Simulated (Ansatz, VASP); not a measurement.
# AlN in VASP and in Ansatz

```
Al N
1.0
     3.11950    0.00000    0.00000
    -1.55975    2.70157    0.00000
     0.00000    0.00000    4.94358
Al N
2 2
Direct
  0.33333 0.66667 0.00152
  0.66667 0.33333 0.50152
  0.33333 0.66667 0.38348
  0.66667 0.33333 0.88348
```

Alike in both runs: task relaxation of the atoms; functional LDA; k mesh 9 × 9 × 6; occupations gaussian, width 0.05 eV; no spin polarisation.

|  | VASP | Ansatz |
| --- | --- | --- |
| version | VASP 6.6.1 | Ansatz 0.2.0 |
| potentials or method | VASP PAW LDA potentials, release 64 (Al, N), cutoff 520 eV | scalar-relativistic, plane waves, PAW |
| valence electrons in the cell | 16 | 16 |

```tsv
	VASP	Ansatz	Ansatz less VASP
gap on the k mesh at the Fermi level, each at its own relaxed structure (eV)	4.19	4.19	-0.006
```

Ansatz warns that its potentials were made for another functional, while VASP's fit it. LDA's correlation is that of Perdew and Zunger in VASP and of Perdew and Wang (1992) in Ansatz. Ansatz's warnings: stress scf threshold loose.
